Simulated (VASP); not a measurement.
Wanted: the native input for a VASP 6.6.1 run.

| Quantity | Value |
| --- | --- |
| Task | single point |
| Functional | LDA |
| Potentials or basis | VASP PAW LDA potentials, release 64 (B, P) |
| Cutoff | 500 eV |
| k mesh | 10 × 10 × 10 |
| Occupations | gaussian, width 0.01 eV |
| Spin | no spin polarisation |
| Dipole correction | no |
| Further INCAR settings | ALGO = Normal; EDIFF = 1e-06; NBANDS = 11 |

The structure of BP lies in POSCAR:

```
BP
1.0
    0.0000000000      2.2675000000      2.2675000000
    2.2675000000      0.0000000000      2.2675000000
    2.2675000000      2.2675000000      0.0000000000
B P
1 1
Direct
    0.0000000000      0.0000000000      0.0000000000
    0.2500000000      0.2500000000      0.2500000000
```

These files were run (other wordings do the same):

INCAR

```
PREC = Accurate
ENCUT = 500
EDIFF = 1E-6
ISMEAR = 0
SIGMA = 0.01
LREAL = False
LASPH = True
NELM = 120
ALGO = Normal
ISIF = 2
LWAVE = False
LCHARG = True
LELF = True
LVHAR = True
NBANDS = 11
GGA_COMPAT = False
```

KPOINTS

```
Automatic mesh
0
Gamma
  10 10 10
```

Potentials or basis: VASP PAW LDA potentials, release 64 (B, P).

Run with:

```sh
$ cat potpaw_LDA.64/B/POTCAR potpaw_LDA.64/P/POTCAR > POTCAR
$ mpirun -np 1 vasp_std > vasp.out
```

It gave:

| Property | Result |
| --- | --- |
| Pressure | -5.0 GPa |
| Band gap on the k mesh | 1.19 eV (least direct gap 3.38 eV) |

Caveat: the cell stands under tension.

It took 6.2 s on 1 thread of Intel(R) Xeon(R) Platinum 8259CL CPU @ 2.50GHz (Skylake/Cascade Lake), with other jobs on the host, peak memory 0.12 GiB.
